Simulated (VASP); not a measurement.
A run of VASP 6.6.1 is set up as follows.

File POSCAR:

```
SiGe
1.0
    4.0020625810      0.0000000000      0.0000000000
   -2.0010312905      3.4658878627      0.0000000000
    0.0000000000      0.0000000000      6.4507830000
Si Ge
2 2
Direct
    0.6666666667      0.3333333333      0.8746070000
    0.3333333333      0.6666666667      0.3746070000
    0.6666666667      0.3333333333      0.5003920000
    0.3333333333      0.6666666667      0.0003920000
```

The input INCAR.step1:

```
PREC = Accurate
ENCUT = 520
ISMEAR = 0
SIGMA = 0.05
LREAL = F
LASPH = T
NELM = 80
NBANDS = 26
GGA = PE
ALGO = Normal
EDIFF = 1E-4
LWAVE = T
LCHARG = F
```

File INCAR.step2:

```
PREC = Accurate
ENCUT = 520
EDIFF = 1E-6
ISMEAR = 0
SIGMA = 0.05
LREAL = F
LASPH = T
NELM = 80
ALGO = Normal
ISIF = 2
LWAVE = F
LCHARG = F
METAGGA = R2SCAN
LMIXTAU = T
NBANDS = 26
ISTART = 1
```

File KPOINTS:

```
regular mesh
0
Gamma
  12 12 4
```

Potentials or basis: VASP PAW PBE potentials, release 64 (Si, Ge_d).

The run is started by

```bash
$ cat potpaw_PBE.64/Si/POTCAR potpaw_PBE.64/Ge_d/POTCAR > POTCAR
$ cp INCAR.step1 INCAR
$ mpirun -np 1 vasp_std > vasp.out
$ cp INCAR.step2 INCAR
$ mpirun -np 1 vasp_std > vasp.out
```

(1) What does it give for the band gap on the k mesh?

(2) Estimate the largest force.

(3) What does it give for the pressure?

Results:

(1) 0.36 eV.

(2) 0.205 eV/Å.

(3) -3.7 GPa.

Caveat: the cell differs from its parent crystal (strain +0.025 along x and y, +0.000 along z); the cell stands under tension; the PAW data sets were made with another functional, which shifts forces and pressure a little.
